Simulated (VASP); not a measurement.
Crystal: Cd.

```
CELL_PARAMETERS angstrom
2.97887 0.00000 0.00000
-1.48944 2.57978 0.00000
0.00000 0.00000 5.61765
ATOMIC_POSITIONS crystal
Cd 0.33333 0.66667 0.25000
Cd 0.66667 0.33333 0.75000
```

```yaml
Program: VASP 6.6.1
Task: relaxation of cell and atoms
Functional: PBEsol
Potentials_or_basis: VASP PAW PBE potentials, release 64 (Cd)
Cutoff: 600 eV
k_mesh: 14 × 14 × 6
Occupations: fermi-dirac, width 0.05 eV
Spin: no spin polarisation
```

At the start: pressure -1.2 GPa; volume 21.59 Å³/atom.

Problem. How do energy, volume and symmetry change on relaxing?

Solution. Over 19 steps the energy falls by 2.4 meV/atom and the volume is 21.37 Å³/atom (-1.0 %); space group P6_3/mmc (No. 194, to 0.1 Å) before and after.

The path:
| step | energy change (eV) | largest force (eV/Å) | pressure (GPa) | volume (Å³) |
| --- | --- | --- | --- | --- |
| 1 | 0.0000 | 0.0000 | -1.20 | 43.17 |
| 2 | -0.0034 | 0.0000 | 0.26 | 42.17 |
| 3 | -0.0035 | 0.0000 | 0.08 | 42.32 |
| 4 | -0.0035 | 0.0000 | -0.01 | 42.35 |
| 5 | -0.0035 | 0.0000 | -0.01 | 42.33 |
| 6 | -0.0036 | 0.0000 | -0.04 | 42.35 |
| 7 | -0.0038 | 0.0000 | -0.10 | 42.38 |
| 8 | -0.0042 | 0.0000 | 0.06 | 42.46 |
| 9 | -0.0048 | 0.0000 | 0.15 | 42.61 |
| 10 | -0.0049 | 0.0000 | -0.01 | 42.71 |
| 11 | -0.0049 | 0.0000 | 0.05 | 42.70 |
| 12 | -0.0049 | 0.0000 | 0.06 | 42.70 |
| 13 | -0.0049 | 0.0000 | 0.07 | 42.71 |
| 14 | -0.0049 | 0.0000 | 0.05 | 42.71 |
| 15 | -0.0049 | 0.0000 | 0.04 | 42.72 |
| 16 | -0.0049 | 0.0000 | -0.06 | 42.73 |
| 17 | -0.0049 | 0.0000 | 0.03 | 42.72 |
| 18 | -0.0049 | 0.0000 | -0.01 | 42.74 |
| 19 | -0.0049 | 0.0000 | -0.01 | 42.74 |

Final structure:
```
CELL_PARAMETERS angstrom
2.93643 0.00000 0.00000
-1.46821 2.54302 0.00000
0.00000 0.00000 5.72311
ATOMIC_POSITIONS crystal
Cd 0.33333 0.66667 0.25000
Cd 0.66667 0.33333 0.75000
```

Caveat: the PAW data sets were made with another functional, which shifts forces and pressure a little.
